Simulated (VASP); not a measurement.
# Si16H7F in VASP: single point with PBE+D3(BJ)

Aim: the single point of Si16H7F with PBE+D3(BJ).

Everything below comes from runs of VASP 6.6.1. Logs are shortened: lines on timing, memory, paths and dates and some standing lists are left out, and cuts for length are marked.

## (1) The cell of the first run

The cell holds a slab with vacuum, 24 atoms: a = 7.679 Å, b = 7.679 Å, c = 17.869 Å, α = 90.00°, β = 90.00°, γ = 60.00°.

## (2) Single point, PBE+D3(BJ)

File INCAR:

```
  PREC = Accurate
  ENCUT = 1010
  EDIFF = 1E-6
  ISMEAR = 0
  SIGMA = 0.02
  LREAL = Auto
  LASPH = T
  NELM = 120
  ALGO = Normal
  ISIF = 2
  LWAVE = F
  LCHARG = F
  GGA = PE
  IVDW = 12
  NBANDS = 57
  GGA_COMPAT = F
  NELMDL = -8
```

File KPOINTS:

```
regular mesh
0
Gamma
  2 2 1
```

File POSCAR:

```
Si16H7F
1.0
    7.6791800000      0.0000000000      0.0000000000
    3.8395900000      6.6503650000      0.0000000000
    0.0000000000      0.0000000000     17.8687650000
H Si F
7 16 1
Direct
    0.1666666600      0.1666666600      0.0559635800
    0.6666666400      0.1666666600      0.0559635800
    0.1666666600      0.6666666300      0.0559635800
    0.6666666400      0.6666666300      0.0559635800
    0.5010939362     -0.0022038309      0.4403484766
   -0.0021325754      0.5010236825      0.4403471925
    0.5010879792      0.5010143794      0.4403468914
    0.1666666600      0.1666666600      0.1399089400
    0.6666666400      0.1666666600      0.1399089400
    0.1666666600      0.6666666300      0.1399089400
    0.6666666400      0.6666666300      0.1399089400
   -0.1665663315      0.3331334007      0.1821804678
    0.3333344033      0.3333297363      0.1825965243
   -0.1665631627      0.8334382528      0.1821930380
    0.3331271238      0.8334374329      0.1821897481
   -0.1673644860      0.3347289336      0.3133454314
    0.3333411865      0.3333042507      0.3138395865
   -0.1673105931      0.8326793027      0.3133687222
    0.3346640963      0.8326625184      0.3133626185
   -0.0000169081      0.0000790665      0.3543910818
    0.4999595134      0.0000905351      0.3563466106
    0.0001351095      0.4999411444      0.3563449699
    0.4999207428      0.4999277082      0.3563443779
    0.9999623406      0.0001516332      0.4460956603
```

Potentials or basis: VASP PAW PBE potentials, release 64 (H_h, Si, F_h).

On the command line:

```console
cat potpaw_PBE.64/H_h/POTCAR potpaw_PBE.64/Si/POTCAR potpaw_PBE.64/F_h/POTCAR > POTCAR
mpirun -np 1 vasp_std > vasp.out
```

OUTCAR:

```text
PREC = Accurate
   ENCUT = 1010
   EDIFF = 1E-6
   ISMEAR = 0
   LREAL = Auto
   LASPH = T
   NELM = 120
   ISIF = 2
   GGA = PE
   IVDW = 12
   NELMDL = -8
 IVDW          = 12

 ion  position               nearest neighbor table
   1  0.167  0.167  0.056-   8 1.50
   2  0.667  0.167  0.056-   9 1.50
   3  0.167  0.667  0.056-  10 1.50
   4  0.667  0.667  0.056-  11 1.50
   5  0.501  0.998  0.440-  21 1.50
   6  0.998  0.501  0.440-  22 1.50
   7  0.501  0.501  0.440-  23 1.50
   8  0.167  0.167  0.140-   1 1.50  12 2.34  15 2.34  13 2.34
   9  0.667  0.167  0.140-   2 1.50  12 2.34  14 2.34  13 2.34
  10  0.167  0.667  0.140-   3 1.50  15 2.34  14 2.34  13 2.34
  11  0.667  0.667  0.140-   4 1.50  12 2.34  15 2.34  14 2.34
  12  0.833  0.333  0.182-   8 2.34   9 2.34  11 2.34  16 2.34
  13  0.333  0.333  0.183-   8 2.34   9 2.34  10 2.34  17 2.35
[... 8 lines left out ...]
  22  0.000  0.500  0.356-   6 1.50  16 2.34  18 2.34  17 2.34
  23  0.500  0.500  0.356-   7 1.50  16 2.34  19 2.34  17 2.34
  24  1.000  0.000  0.446-  20 1.64

  LATTYP: Found a hexagonal cell.
 ALAT       =     7.6791800344
 C/A-ratio  =     2.3269105451

  Lattice vectors:

 A1 = (  -3.8395900000,  -6.6503650000,   0.0000000000)
 A2 = (   7.6791800000,   0.0000000000,   0.0000000000)
 A3 = (   0.0000000000,   0.0000000000,  17.8687650000)

Analysis of symmetry for initial positions (statically):
=====================================================================
 Subroutine PRICEL returns:
 Original cell was already a primitive cell.

 Routine SETGRP: Setting up the symmetry group for a
 hexagonal supercell.

 Subroutine GETGRP returns: Found  1 space group operations
 (whereof  1 operations were pure point group operations)
 out of a pool of 24 trial point group operations.

The static configuration has the point symmetry C_1 .

Analysis of symmetry for dynamics (positions and initial velocities):
=====================================================================
 Subroutine PRICEL returns:
 Original cell was already a primitive cell.

 Routine SETGRP: Setting up the symmetry group for a
 hexagonal supercell.

 Subroutine GETGRP returns: Found  1 space group operations
 (whereof  1 operations were pure point group operations)
 out of a pool of 24 trial point group operations.

The dynamic configuration has the point symmetry C_1 .

 Subroutine INISYM returns: Found  1 space group operations
 (whereof  1 operations are pure point group operations),
 and found     1 'primitive' translations

----------------------------------------------------------------------------------------

                                     Primitive cell

  volume of cell :     912.5462

  direct lattice vectors                    reciprocal lattice vectors
     7.679180000  0.000000000  0.000000000     0.130222237 -0.075183843  0.000000000
     3.839590000  6.650365000  0.000000000     0.000000000  0.150367687  0.000000000
     0.000000000  0.000000000 17.868765000     0.000000000  0.000000000  0.055963577

  length of vectors
     7.679180000  7.679180034 17.868765000     0.150367687  0.150367687  0.055963577

  position of ions in fractional coordinates (direct lattice)
     0.166666660  0.166666660  0.055963580
     0.666666640  0.166666660  0.055963580
     0.166666660  0.666666630  0.055963580
     0.666666640  0.666666630  0.055963580
     0.501093936  0.997796169  0.440348477
     0.997867425  0.501023682  0.440347192
[... 16 lines left out ...]
     0.499920743  0.499927708  0.356344378
     0.999962341  0.000151633  0.446095660

  ion indices of the primitive-cell ions
   primitive index   ion index
                 1           1
                 2           2
                 3           3
                 4           4
                 5           5
                 6           6
[... 16 lines left out ...]
                23          23
                24          24

----------------------------------------------------------------------------------------

 KPOINTS: regular mesh

Automatic generation of k-mesh.
 Grid dimensions read from file:
 generate k-points for:    2    2    1

 Generating k-lattice:

  Cartesian coordinates                     Fractional coordinates (reciprocal lattice)
     0.065111119 -0.037591922  0.000000000     0.500000000 -0.000000000  0.000000000
     0.000000000  0.075183843  0.000000000     0.000000000  0.500000000  0.000000000
     0.000000000  0.000000000  0.055963577     0.000000000  0.000000000  1.000000000

  Length of vectors
     0.075183844  0.075183843  0.055963577

  Shift w.r.t. Gamma in fractional coordinates (k-lattice)
     0.000000000  0.000000000  0.000000000

 Subroutine IBZKPT returns following result:
 ===========================================

 Found      4 irreducible k-points:

 Following reciprocal coordinates:
            Coordinates               Weight
  0.000000  0.000000  0.000000      1.000000
  0.500000  0.000000  0.000000      1.000000
  0.500000  0.500000  0.000000      1.000000
  0.000000  0.500000  0.000000      1.000000
   k-points           NKPTS =      4   k-points in BZ     NKDIM =      4   number of bands    NBANDS=     57
   number of dos      NEDOS =    301   number of ions     NIONS =     24
   total plane-waves  NPLWV = ******
   dimension x,y,z NGX =    80 NGY =   80 NGZ =  192
   dimension x,y,z NGXF=   160 NGYF=  160 NGZF=  384
   ions per type =               7  16   1
   NGX,Y,Z   is equivalent  to a cutoff of  17.32, 17.32, 17.86 a.u.
   NGXF,Y,Z  is equivalent  to a cutoff of  34.64, 34.64, 35.73 a.u.
 SYSTEM =  unknown system
   PREC   = accura    normal or accurate (medium, high low for compatibility)
   ISTART =      0    job   : 0-new  1-cont  2-samecut
   ICHARG =      2    charge: 1-file 2-atom 10-const
   ISPIN  =      1    spin polarized calculation?
   LNONCOLLINEAR =      F non collinear calculations
   LSORBIT =      F    spin-orbit coupling
   LASPH  =      T    aspherical Exc in radial PAW
   ENCUT  = 1010.0 eV  74.23 Ry    8.62 a.u.  19.90 19.90 46.30*2*pi/ulx,y,z
   NELM   =    120;   NELMIN=  2; NELMDL= -8     # of ELM steps
   EDIFF  = 0.1E-05   stopping-criterion for ELM
   LREAL  =      T    real-space projection
   EDIFFG = 0.1E-04   stopping-criterion for IOM
   NSW    =      0    number of steps for IOM
   IBRION =     -1    ionic relax: 0-MD 1-quasi-New 2-CG
   NFREE  =      0    steps in history (QN), initial steepest desc. (CG)
   ISIF   =      2    stress and relaxation
   ISYM   =      2    0-nonsym 1-usesym 2-fastsym
   POTIM  = 0.5000    time-step for ionic-motion
   TEBEG  =    0.0;   TEEND  =   0.0 temperature during run
   PSTRESS=    0.0 pullay stress
   NELECT =      78.0000    total number of electrons
   NUPDOWN=      -1.0000    fix difference up-down
   EMIN   =  10.00;   EMAX   =-10.00  energy-range for DOS
   EFERMI =   0.00;   METHOD = LEGACY
   ISMEAR =     0;   SIGMA  =   0.02  broadening in eV -4-tet -1-fermi 0-gaus
   EFERMI_NEDOS =   21; number of points for ismear=-14 and -15
   IALGO  =     38    algorithm
   IMIX   =      4    mixing-type and parameters
     AMIX     =   0.40;   BMIX     =  1.00
     AMIX_MAG =   1.60;   BMIX_MAG =  1.00
  volume/ion in A,a.u.               =      38.02       256.59
  Fermi-wavevector in a.u.,A,eV,Ry     =   0.721143  1.362763  7.075673  0.520047
  Thomas-Fermi vector in A             =   1.810775
   LORBIT       =      0    0 simple, 1 ext, 2 COOP (PROOUT), +10 PAW based schemes
   GGA     = PE    functional components
   LHFCALC =     F    Hartree Fock is set to
   AEXX    =    0.0000 exact exchange contribution
   IVDW    =    12    specifies the selected vdW correction
   LEPSILON=     F    determine dielectric tensor
   LRPA    =     F    only Hartree local field effects (RPA)
 non-spin polarized calculation
 Gauss-broadening in eV      SIGMA  =   0.02
  energy-cutoff  :     1010.00
  volume of cell :      912.55
 maximum number of plane-waves:     66549
 NGX is ok and might be reduce to    80
   NGX = 39   NGY = 39   NGZ = 93

 number of electron      77.9999999 magnetization

 Free energy of the ion-electron system (eV)
  ---------------------------------------------------
  ext. energy  EPLUGINS =         0.00000000
  ---------------------------------------------------
  free energy    TOTEN  =      -114.45886564 eV

  energy without entropy =     -114.45886564  energy(sigma->0) =     -114.45886564

 E-fermi :  -0.9719     XC(G=0):  -4.4075

 val. band max:       -1.1323662954   @ k =   0.0000   0.0000   0.0000
 cond. band min:       0.1763771643   @ k =   0.0000   0.0000   0.0000
 fundamental gap:      1.3087434597
 Fermi energy:        -0.9719350599

 k-point     1 :       0.0000    0.0000    0.0000
  band No.  band energies     occupation
      1     -25.6087      2.00000
      2     -12.4377      2.00000
      3     -11.3136      2.00000
      4     -10.2645      2.00000
      5     -10.2642      2.00000
      6     -10.2627      2.00000
[... 43 lines left out ...]
     50       1.3485      0.00000
     51       2.2872      0.00000

 k-point     2 :       0.5000    0.0000    0.0000
  band No.  band energies     occupation
      1     -25.6087      2.00000
      2     -11.7413      2.00000
      3     -11.7298      2.00000
      4     -10.6516      2.00000
      5     -10.6318      2.00000
      6     -10.4589      2.00000
[... 43 lines left out ...]
     50       2.8664      0.00000
     51       2.8817      0.00000

 k-point     3 :       0.5000    0.5000    0.0000
  band No.  band energies     occupation
      1     -25.6087      2.00000
      2     -11.7413      2.00000
      3     -11.7297      2.00000
      4     -10.6516      2.00000
      5     -10.6318      2.00000
      6     -10.4589      2.00000
[... 43 lines left out ...]
     50       2.8665      0.00000
     51       2.8818      0.00000

 k-point     4 :       0.0000    0.5000    0.0000
  band No.  band energies     occupation
      1     -25.6087      2.00000
      2     -11.7412      2.00000
      3     -11.7298      2.00000
      4     -10.6516      2.00000
      5     -10.6318      2.00000
      6     -10.4588      2.00000
[... 43 lines left out ...]
     50       2.8661      0.00000
     51       2.8813      0.00000
 [bands above 51 left out]

------------------------ aborting loop because EDIFF is reached ----------------------------------------

 Edisp (eV)   -3.87924

 E8    (eV) :    -1.6204

  FORCE on cell =-STRESS in cart. coord.  units (eV):
  Direction    XX          YY          ZZ          XY          YZ          ZX
  --------------------------------------------------------------------------------------
  -------------------------------------------------------------------------------------
  Total       2.56719     2.57109     0.04433    -0.00138     0.00175     0.00034
  in kB       4.50727     4.51413     0.07783    -0.00242     0.00308     0.00060
  external pressure =        3.03 kB  Pullay stress =        0.00 kB

 VOLUME and BASIS-vectors are now :
 -----------------------------------------------------------------------------
  energy-cutoff  :     1010.00
  volume of cell :      912.55
      direct lattice vectors                 reciprocal lattice vectors
     7.679180000  0.000000000  0.000000000     0.130222237 -0.075183843  0.000000000
     3.839590000  6.650365000  0.000000000     0.000000000  0.150367687  0.000000000
     0.000000000  0.000000000 17.868765000     0.000000000  0.000000000  0.055963577

 POSITION                                       TOTAL-FORCE (eV/Angst)
 -----------------------------------------------------------------------------------
      1.91979      1.10839      1.00000         0.000826      0.000151     -0.037927
      5.75938      1.10839      1.00000        -0.001090      0.000150     -0.037919
      3.83959      4.43358      1.00000        -0.000136     -0.001416     -0.037897
      7.67918      4.43358      1.00000        -0.000029      0.000009     -0.038934
      7.67912      6.63571      7.86848        -0.000099      0.008361     -0.005849
      9.58653      3.33199      7.86846         0.007188     -0.004273     -0.005966
[... 16 lines left out ...]
      5.75850      3.32470      6.36743         0.004366      0.002246     -0.018471
      7.67947      0.00101      7.97118        -0.000089     -0.000390      0.049962
 -----------------------------------------------------------------------------------
    total drift:                                0.002799      0.007027     -0.032762

  FREE ENERGIE OF THE ION-ELECTRON SYSTEM (eV)
  ---------------------------------------------------
  free  energy   TOTEN  =      -118.3381028911 eV

  energy  without entropy=     -118.3381028911  energy(sigma->0) =     -118.33810289
```

It took 33 min on 1 thread of Intel Xeon Platinum 8488C (Sapphire Rapids), shared host; peak memory 2.1 GiB.

Results:

| Quantity | Value |
| --- | --- |
| Free energy | -118.3381 eV |
| Largest force | 0.067 eV/Å |
| Band gap on the k mesh | 1.31 eV |
| Dispersion energy per atom | -0.162 eV |

Forces in eV/Å, atoms in the order of the input:
```
H    0.001  0.000 -0.038
H   -0.001  0.000 -0.038
H    0.000 -0.001 -0.038
H    0.000  0.000 -0.039
H    0.000  0.008 -0.006
H    0.007 -0.004 -0.006
H   -0.007 -0.004 -0.006
Si   0.021  0.012  0.044
Si  -0.021  0.012  0.044
Si   0.000 -0.024  0.044
Si   0.000  0.000  0.025
Si   0.000 -0.005  0.009
Si   0.000  0.000  0.021
Si   0.004  0.002  0.009
Si  -0.005  0.002  0.008
Si   0.000  0.000  0.013
Si  -0.001  0.001 -0.005
Si   0.003  0.001  0.015
Si  -0.003  0.001  0.015
Si   0.000  0.001 -0.067
Si   0.000 -0.002 -0.017
Si  -0.002  0.001 -0.019
Si   0.004  0.002 -0.018
F    0.000  0.000  0.050
```

Caveat: the k points lie up to 0.47 Å⁻¹ apart; there is no dipole correction, which matters where the two faces differ.
